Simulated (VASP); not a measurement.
The system is As.

```xyz
1
Lattice="2.7081 0.0000 0.0000 0.0000 2.7081 0.0000 0.0000 0.0000 2.7081" Properties=species:S:1:pos:R:3 pbc="T T T"
As    0.0000    0.0000    0.0000
```

Base run:

- Program: VASP 6.6.1
- Functional: r2SCAN
- Potentials or basis: VASP PAW PBE potentials, release 64 (As)
- Cutoff: 520 eV
- k mesh: 13 × 13 × 13
- Occupations: fermi-dirac, width 0.1 eV
- Spin: no spin polarisation

Its results: pressure -0.1 GPa.

Q: The run is repeated on the same cell with these changes: cutoff from 520 eV to 550 eV; k mesh from 13 × 13 × 13 to 6 × 6 × 6. What comes out?

A: Pressure 0.5 GPa.

Caveats: some runs use coarse meshes; the PAW data sets were made with another functional, which shifts forces and pressure a little.
